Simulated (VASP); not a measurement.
## C: relaxation of cell and atoms with PBEsol

Crystal: C.

```
C
1.0
     1.22948    0.70984    3.44222
    -1.22948    0.70984    3.44222
     0.00000   -1.41968    3.44222
C
2
Cartesian
  0.0000 0.0000 1.7199
  0.0000 0.0000 8.6068
```

```json
{"Program": "VASP 6.6.1", "Task": "relaxation of cell and atoms", "Functional": "PBEsol", "Potentials or basis": "VASP PAW PBE potentials, release 64 (C)", "Cutoff": "600 eV", "k mesh": "18 × 18 × 18", "Occupations": "gaussian, width 0.02 eV", "Spin": "no spin polarisation", "Dipole correction": "no", "Further INCAR settings": "ALGO = Normal; EDIFF = 1e-06; IBRION = 2; EDIFFG = -0.01; NSW = 100; ISIF = 3"}
```

- Relaxed volume: 9.34 Å³/atom
- Relaxed cell: a = 3.836 Å, b = 3.836 Å, c = 3.836 Å, α = 37.40°, β = 37.40°, γ = 37.40°
- Space group after relaxing (to 0.1 Å): R-3m (No. 166)
- Energy gained by relaxing: 0.3 meV/atom
- Ionic steps: 16
- Pressure after relaxing: 0.0 GPa
- Largest force after relaxing: 0.007 eV/Å

Forces in eV/Å, atoms in the order of the input:
```
C    0.000  0.000 -0.007
C    0.000  0.000  0.007
```

Stress tensor (GPa, compression positive):
```
 0.09  0.00  0.00
 0.00  0.09  0.00
 0.00  0.00 -0.10
```

Step by step:
```csv
step,energy change (eV),largest force (eV/Å),pressure (GPa),volume (Å³)
1,0.0000,0.0261,0.42,18.02
2,0.0000,0.0157,-0.50,18.09
3,-0.0001,0.0054,-0.05,18.06
4,-0.0001,0.0178,0.12,18.07
5,-0.0001,0.0390,0.28,18.09
6,-0.0001,0.0396,0.26,18.10
7,-0.0002,0.0414,0.22,18.13
8,-0.0003,0.0450,0.16,18.21
9,-0.0004,0.0524,0.24,18.35
10,-0.0004,0.0677,0.16,18.63
11,-0.0004,0.0408,-0.47,18.74
12,-0.0005,0.0133,-0.17,18.69
13,-0.0005,0.0174,-0.13,18.68
14,-0.0005,0.0154,-0.12,18.68
15,-0.0005,0.0024,0.24,18.66
16,-0.0006,0.0075,0.02,18.67
```

Final structure:
```xyz
2
Lattice="1.2299 0.7101 3.5634 -1.2299 0.7101 3.5634 0.0000 -1.4202 3.5634" Properties=species:S:1:pos:R:3 pbc="T T T"
C     0.0000    0.0000    1.7816
C     0.0000    0.0000    8.9086
```

It took 11 min on 1 thread of Intel(R) Xeon(R) 6975P-C (Granite Rapids) (shared host), peak memory 0.22 GiB.

Caveat: this functional lacks dispersion, which binds the layers, so the pressure and a relaxed spacing across them are unreliable; the PAW data sets were made with another functional, which shifts forces and pressure a little.
